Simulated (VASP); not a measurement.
Crystal: Re.

```
CELL_PARAMETERS angstrom
2.74227 0.00000 0.00000
-1.37114 2.37488 0.00000
0.00000 0.00000 4.42828
ATOMIC_POSITIONS crystal
Re 0.66667 0.33333 0.75000
Re 0.33333 0.66667 0.25000
```

Base run:

* Program: VASP 6.6.1
* Functional: PBEsol
* Potentials or basis: VASP PAW PBE potentials, release 64 (Re)
* Cutoff: 520 eV
* k mesh: 11 × 11 × 6
* Occupations: fermi-dirac, width 0.05 eV
* Spin: no spin polarisation

Its results: band gap on the k mesh zero (band 7 reaches 9.37 eV, above the bottom of band 8 at 6.20 eV); pressure 3.8 GPa.

**Question.** The run is repeated on the same cell with these changes: functional from PBEsol to r2SCAN. What comes out?

**Answer.** Band gap on the k mesh zero (band 7 reaches 9.33 eV, above the bottom of band 8 at 6.12 eV); pressure 7.9 GPa.

Caveats: the PAW data sets were made with another functional, which shifts forces and pressure a little; spin-orbit coupling is left out, which moves the levels of the heavy elements.
